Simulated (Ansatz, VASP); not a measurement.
# Rh: VASP beside Ansatz

```
Rh
1.0
     2.65364    0.00000    0.00000
    -1.32682    2.29812    0.00000
     0.00000    0.00000    8.68630
Rh
4
Cartesian
  0.0000 0.0000 0.0000
  0.0000 1.5321 2.1716
  0.0000 0.0000 4.3432
  1.3268 0.7660 6.5147
```

Alike in both runs: functional LDA; k mesh 10 × 10 × 3; occupations fermi-dirac, width 0.05 eV; no spin polarisation.

Ansatz relaxed the structure, and its values are those at the end. VASP's run is a single point on that final structure, the one shown.

|  | VASP | Ansatz |
| --- | --- | --- |
| version | VASP 6.6.1 | Ansatz 0.2.0 |
| potentials or method | VASP PAW LDA potentials, release 64 (Rh_pv) | plane waves, PAW |
| plane-wave cutoff (eV) | 520 | 420 |
| valence electrons in the cell | 60 | 68 |

```csv
,VASP,Ansatz,Ansatz less VASP
pressure (GPa),0.9,0.0,-0.93
```

LDA's correlation is that of Perdew and Zunger in VASP and of Perdew and Wang (1992) in Ansatz. VASP's potentials hold 60 valence electrons a cell and Ansatz's 68, so a difference there can come from the potentials and not from the codes.
